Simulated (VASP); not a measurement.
# HgTe (I-4m2) in VASP: notebook, part 2 of 2

VASP 6.6.1.

### 3 Single point, PBE

This run uses another cell than the first one, of the same volume but with other edges.

Contents of INCAR:

```
SYSTEM = HgTe
PREC = Accurate ; ENCUT = 520
EDIFF = 1E-6 ; ISMEAR = 0
SIGMA = 0.15 ; LREAL = .FALSE.
LASPH = .TRUE. ; NELM = 100
ALGO = Normal ; ISIF = 2
LWAVE = .FALSE. ; LCHARG = .FALSE.
GGA = PE ; NBANDS = 16
```

Contents of KPOINTS:

```
Automatic mesh
0
G
  18 18 18
  0 0 0
```

Contents of POSCAR:

```
HgTe
1.0
    0.0000000000      3.7321475465      2.6386283154
    3.7321475465      0.0000000000      2.6386283154
    3.7321475465      3.7321475465      0.0000000000
Hg Te
1 1
Direct
    0.0000000000      0.0000000000      0.0000000000
    0.7500000000      0.7500000000      0.7500000000
```

Potentials or basis: VASP PAW PBE potentials, release 64 (Hg, Te).

Run with:

```bash
cat potpaw_PBE.64/Hg/POTCAR potpaw_PBE.64/Te/POTCAR > POTCAR
mpirun -np 1 vasp_std > vasp.out
```

OUTCAR:

```text
SYSTEM = HgTe
   PREC = Accurate
   ENCUT = 520
   EDIFF = 1E-6
   ISMEAR = 0
   LREAL = .FALSE.
   LASPH = .TRUE.
   NELM = 100
   ISIF = 2
   GGA = PE

 ion  position               nearest neighbor table
   1  0.000  0.000  0.000-   2 2.95   2 2.95   2 2.95   2 2.95
   2  0.750  0.750  0.750-   1 2.95   1 2.95   1 2.95   1 2.95

  LATTYP: Found a body centered tetragonal cell.
 ALAT       =     5.2780536770
 C/A-ratio  =     0.9998489886

  Lattice vectors:

 A1 = (   0.0000000000,  -3.7321475465,  -2.6386283154)
 A2 = (   0.0000000000,   3.7321475465,  -2.6386283154)
 A3 = (   3.7321475465,   0.0000000000,   2.6386283154)

Analysis of symmetry for initial positions (statically):
=====================================================================
 Subroutine PRICEL returns:
 Original cell was already a primitive cell.

 Routine SETGRP: Setting up the symmetry group for a
 body centered tetragonal supercell.

 Subroutine GETGRP returns: Found  8 space group operations
 (whereof  8 operations were pure point group operations)
 out of a pool of 16 trial point group operations.

The static configuration has the point symmetry D_2d.

Analysis of symmetry for dynamics (positions and initial velocities):
=====================================================================
 Subroutine PRICEL returns:
 Original cell was already a primitive cell.

 Routine SETGRP: Setting up the symmetry group for a
 body centered tetragonal supercell.

 Subroutine GETGRP returns: Found  8 space group operations
 (whereof  8 operations were pure point group operations)
 out of a pool of 16 trial point group operations.

The dynamic configuration has the point symmetry D_2d.

 Subroutine INISYM returns: Found  8 space group operations
 (whereof  8 operations are pure point group operations),
 and found     1 'primitive' translations

----------------------------------------------------------------------------------------

                                     Primitive cell

  volume of cell :      73.5065

  direct lattice vectors                    reciprocal lattice vectors
     0.000000000  3.732147546  2.638628315    -0.133971124  0.133971124  0.189492395
     3.732147546  0.000000000  2.638628315     0.133971124 -0.133971124  0.189492395
     3.732147546  3.732147546  0.000000000     0.133971124  0.133971124 -0.189492395

  length of vectors
     4.570698491  4.570698491  5.278053677     0.267962482  0.267962482  0.267962482

  position of ions in fractional coordinates (direct lattice)
     0.000000000  0.000000000  0.000000000
     0.750000000  0.750000000  0.750000000

  ion indices of the primitive-cell ions
   primitive index   ion index
                 1           1
                 2           2

----------------------------------------------------------------------------------------

 KPOINTS: Automatic mesh

Automatic generation of k-mesh.
 Grid dimensions read from file:
 generate k-points for:   18   18   18

 Generating k-lattice:

  Cartesian coordinates                     Fractional coordinates (reciprocal lattice)
    -0.007442840  0.007442840  0.010527355     0.055555556 -0.000000000  0.000000000
     0.007442840 -0.007442840  0.010527355    -0.000000000  0.055555556  0.000000000
     0.007442840  0.007442840 -0.010527355     0.000000000  0.000000000  0.055555556

  Length of vectors
     0.014886805  0.014886805  0.014886805

  Shift w.r.t. Gamma in fractional coordinates (k-lattice)
     0.000000000  0.000000000  0.000000000

 Subroutine IBZKPT returns following result:
 ===========================================

 Found    480 irreducible k-points:

 Following reciprocal coordinates:
            Coordinates               Weight
  0.000000  0.000000  0.000000      1.000000
  0.055556 -0.000000  0.000000      8.000000
  0.111111 -0.000000  0.000000      8.000000
  0.166667 -0.000000  0.000000      8.000000
  0.222222 -0.000000  0.000000      8.000000
  0.277778  0.000000  0.000000      8.000000
[... 16 lines left out ...]
 -0.277778  0.055556  0.000000      8.000000
 -0.222222  0.055556  0.000000      8.000000
 [... further k-points ...]
   k-points           NKPTS =    480   k-points in BZ     NKDIM =    480   number of bands    NBANDS=     16
   number of dos      NEDOS =    301   number of ions     NIONS =      2
   total plane-waves  NPLWV =  51840
   dimension x,y,z NGX =    36 NGY =   36 NGZ =   40
   dimension x,y,z NGXF=    72 NGYF=   72 NGZF=   80
   ions per type =               1   1
   NGX,Y,Z   is equivalent  to a cutoff of  13.09, 13.09, 12.60 a.u.
   NGXF,Y,Z  is equivalent  to a cutoff of  26.19, 26.19, 25.20 a.u.
 SYSTEM =  HgTe
   PREC   = accura    normal or accurate (medium, high low for compatibility)
   ISTART =      0    job   : 0-new  1-cont  2-samecut
   ICHARG =      2    charge: 1-file 2-atom 10-const
   ISPIN  =      1    spin polarized calculation?
   LNONCOLLINEAR =      F non collinear calculations
   LSORBIT =      F    spin-orbit coupling
   LASPH  =      T    aspherical Exc in radial PAW
   ENCUT  =  520.0 eV  38.22 Ry    6.18 a.u.   8.50  8.50  9.81*2*pi/ulx,y,z
   NELM   =    100;   NELMIN=  2; NELMDL= -5     # of ELM steps
   EDIFF  = 0.1E-05   stopping-criterion for ELM
   LREAL  =      F    real-space projection
   EDIFFG = 0.1E-04   stopping-criterion for IOM
   NSW    =      0    number of steps for IOM
   IBRION =     -1    ionic relax: 0-MD 1-quasi-New 2-CG
   NFREE  =      0    steps in history (QN), initial steepest desc. (CG)
   ISIF   =      2    stress and relaxation
   ISYM   =      2    0-nonsym 1-usesym 2-fastsym
   POTIM  = 0.5000    time-step for ionic-motion
   TEBEG  =    0.0;   TEEND  =   0.0 temperature during run
   PSTRESS=    0.0 pullay stress
   NELECT =      18.0000    total number of electrons
   NUPDOWN=      -1.0000    fix difference up-down
   EMIN   =  10.00;   EMAX   =-10.00  energy-range for DOS
   EFERMI =   0.00;   METHOD = LEGACY
   ISMEAR =     0;   SIGMA  =   0.15  broadening in eV -4-tet -1-fermi 0-gaus
   EFERMI_NEDOS =   21; number of points for ismear=-14 and -15
   IALGO  =     38    algorithm
   IMIX   =      4    mixing-type and parameters
     AMIX     =   0.40;   BMIX     =  1.00
     AMIX_MAG =   1.60;   BMIX_MAG =  1.00
  volume/ion in A,a.u.               =      36.75       248.02
  Fermi-wavevector in a.u.,A,eV,Ry     =   1.024213  1.935482 14.272685  1.049013
  Thomas-Fermi vector in A             =   2.157988
   LORBIT       =      0    0 simple, 1 ext, 2 COOP (PROOUT), +10 PAW based schemes
   GGA     = PE    functional components
   LHFCALC =     F    Hartree Fock is set to
   AEXX    =    0.0000 exact exchange contribution
   IVDW    =     0    specifies the selected vdW correction
   LEPSILON=     F    determine dielectric tensor
   LRPA    =     F    only Hartree local field effects (RPA)
 non-spin polarized calculation
 Gauss-broadening in eV      SIGMA  =   0.15
  energy-cutoff  :      520.00
  volume of cell :       73.51
 maximum number of plane-waves:      2006
 NGX is ok and might be reduce to    36

 number of electron      18.0000000 magnetization

 Free energy of the ion-electron system (eV)
  ---------------------------------------------------
  ext. energy  EPLUGINS =         0.00000000
  ---------------------------------------------------
  free energy    TOTEN  =        -3.46244119 eV

  energy without entropy =       -3.46181333  energy(sigma->0) =       -3.46212726

 E-fermi :   2.3405     XC(G=0):  -8.4651

 val. band max:        2.2653506036   @ k =   0.1111   0.0000   0.1111
 cond. band min:       2.3572858992   @ k =   0.0556   0.0000   0.0556
 fundamental gap:      0.0919352956
 Fermi energy:         2.3405433194

 k-point     1 :       0.0000    0.0000    0.0000
  band No.  band energies     occupation
      1      -9.0221      2.00000
      2      -4.4865      2.00000
      3      -4.4865      2.00000
      4      -4.4644      2.00000
      5      -4.2434      2.00000
      6      -4.1172      2.00000
[... 8 lines left out ...]
     15       9.7180      0.00000
     16      11.0551      0.00000
[... 419 lines left out ...]
 k-point    24 :      -0.2222    0.0556    0.0000
  band No.  band energies     occupation
      1      -8.7990      2.00000
      2      -4.4818      2.00000
      3      -4.4680      2.00000
      4      -4.3478      2.00000
      5      -4.2113      2.00000
      6      -4.1251      2.00000
[... 8 lines left out ...]
     15      10.0882      0.00000
     16      11.7223      0.00000

 [... further k-points ...]

------------------------ aborting loop because EDIFF is reached ----------------------------------------

  FORCE on cell =-STRESS in cart. coord.  units (eV):
  Direction    XX          YY          ZZ          XY          YZ          ZX
  --------------------------------------------------------------------------------------
  -------------------------------------------------------------------------------------
  Total       -1.0964312     -1.0964312      0.3149207      0.0000000      0.0000000      0.0000000
  in kB      -23.8982524    -23.8982524      6.8641385      0.0000000      0.0000000      0.0000000
  external PRESSURE =     -13.6441221 kB  Pullay stress =       0.0000000 kB

 VOLUME and BASIS-vectors are now :
 -----------------------------------------------------------------------------
  energy-cutoff  :      520.00
  volume of cell :       73.51
      direct lattice vectors                 reciprocal lattice vectors
     0.000000000  3.732147546  2.638628315    -0.133971124  0.133971124  0.189492395
     3.732147546  0.000000000  2.638628315     0.133971124 -0.133971124  0.189492395
     3.732147546  3.732147546  0.000000000     0.133971124  0.133971124 -0.189492395

 POSITION                                       TOTAL-FORCE (eV/Angst)
 -----------------------------------------------------------------------------------
      0.00000      0.00000      0.00000         0.000000     -0.000000      0.000000
      5.59822      5.59822      3.95794        -0.000000      0.000000     -0.000000
 -----------------------------------------------------------------------------------
    total drift:                               -0.000000     -0.000000     -0.000000

  FREE ENERGIE OF THE ION-ELECTRON SYSTEM (eV)
  ---------------------------------------------------
  free  energy   TOTEN  =        -3.4624411930 eV

  energy  without entropy=       -3.4618133275  energy(sigma->0) =       -3.46212726
```

stdout:

```text
POSCAR found type information on POSCAR HgTe
 POSCAR found :  2 types and       2 ions
 scaLAPACK will be used
 LDA part: xc-table for (Slater+PW92), standard interpolation
 POSCAR, INCAR and KPOINTS ok, starting setup
 FFT: planning ... GRIDC
 FFT: planning ... GRID_SOFT
 FFT: planning ... GRID
 WAVECAR not read
 entering main loop
```

Wall time 2.8 min (1 thread of Intel Xeon 6975P-C (Granite Rapids), shared host); peak memory 0.68 GiB.

Results:

| Quantity | Value |
| --- | --- |
| Free energy | -3.4624 eV |
| Pressure | -1.4 GPa |
| Band gap on the k mesh | 0.09 eV, indirect (least direct gap 0.24 eV) |

Caveat: spin-orbit coupling is left out, which moves the levels of the heavy elements.

### 4 Single point, PBE

This run uses another cell than the first one, of the same volume but with other edges.

Contents of INCAR:

```
SYSTEM = HgTe
PREC     = Accurate       ! precision mode
ENCUT    = 520            ! plane-wave cutoff, eV
EDIFF    = 1E-7           ! SCF threshold, eV
ISMEAR   = 0              ! smearing method
SIGMA    = 0.15           ! smearing width, eV
LREAL    = .FALSE.        ! projectors in reciprocal space
LASPH    = .TRUE.         ! aspherical terms in the spheres
NELM     = 100            ! most SCF steps
ALGO     = Normal         ! electronic algorithm
ISIF     = 2              ! what is computed and relaxed
LWAVE    = .FALSE.        ! write WAVECAR
LCHARG   = .FALSE.        ! write CHGCAR
GGA      = PE             ! functional
NBANDS   = 16             ! bands
```

Contents of KPOINTS:

```
regular mesh
0
G
  18 18 18
  0 0 0
```

Contents of POSCAR:

```
HgTe
1.0
    0.0000000000      3.5098802608      2.9833982217
    3.5098802608      0.0000000000      2.9833982217
    3.5098802608      3.5098802608      0.0000000000
Hg Te
1 1
Direct
    0.0000000000      0.0000000000      0.0000000000
    0.7500000000      0.7500000000      0.7500000000
```

Run with:

```bash
cat potpaw_PBE.64/Hg/POTCAR potpaw_PBE.64/Te/POTCAR > POTCAR
mpirun -np 1 vasp_std > vasp.out
```

Wall time 6.2 min (1 thread of Intel Xeon Platinum 8259CL at 2.50GHz (Skylake/Cascade Lake), shared host); peak memory 0.69 GiB.

Results (log left out):

- Free energy: -3.6020 eV
- Pressure: -0.3 GPa
- Band gap on the k mesh: 0.05 eV, direct

Stress tensor (GPa, compression positive):
```
-0.87  0.00  0.00
 0.00 -0.87  0.00
 0.00  0.00  0.96
```

Levels at points of the mesh, in eV from the valence-band top:
| k point | band 6 | band 7 | band 8 | band 9 | band 10 | band 11 | band 12 | band 13 |
| --- | --- | --- | --- | --- | --- | --- | --- | --- |
| (0.00, 0.00, 0.00) | -6.52 | -1.13 | -0.30 | -0.30 | 0.06 | 4.36 | 4.41 | 4.41 |
| (0.50, 0.00, 0.00) | -6.31 | -5.00 | -1.23 | -0.68 | 0.46 | 4.64 | 5.47 | 6.76 |
| (0.50, 0.50, 0.00) | -6.07 | -4.61 | -2.39 | -2.39 | 1.08 | 2.29 | 8.34 | 8.39 |
| (0.50, 0.00, 0.50) | -6.29 | -5.24 | -1.92 | -1.62 | 2.15 | 2.78 | 7.37 | 7.62 |

Caveat: spin-orbit coupling is left out, which moves the levels of the heavy elements.

### 5 Summary

| cell | gap on the mesh (eV) | pressure (GPa) |
| --- | --- | --- |
| a = 4.996, b = 4.996, c = 4.308 Å, angles 64.5, 64.5, 51.1°, 2 atoms | none | -0.5 |
| a = 4.571, b = 4.571, c = 5.278 Å, angles 54.7, 54.7, 70.5°, 2 atoms | 0.09 | -1.4 |
| a = 4.607, b = 4.607, c = 4.964 Å, angles 57.4, 57.4, 65.2°, 2 atoms | 0.05 | -0.3 |

Alike in all rows: task single point; level PBE; potentials or basis VASP PAW PBE potentials, release 64 (Hg, Te); no spin polarisation; k mesh 18 × 18 × 18; cutoff (eV) 520; smearing gaussian 0.15 eV.

Caveats: spin-orbit coupling is left out, which moves the levels of the heavy elements.

Absolute energies hang on the potentials; compare differences alone.
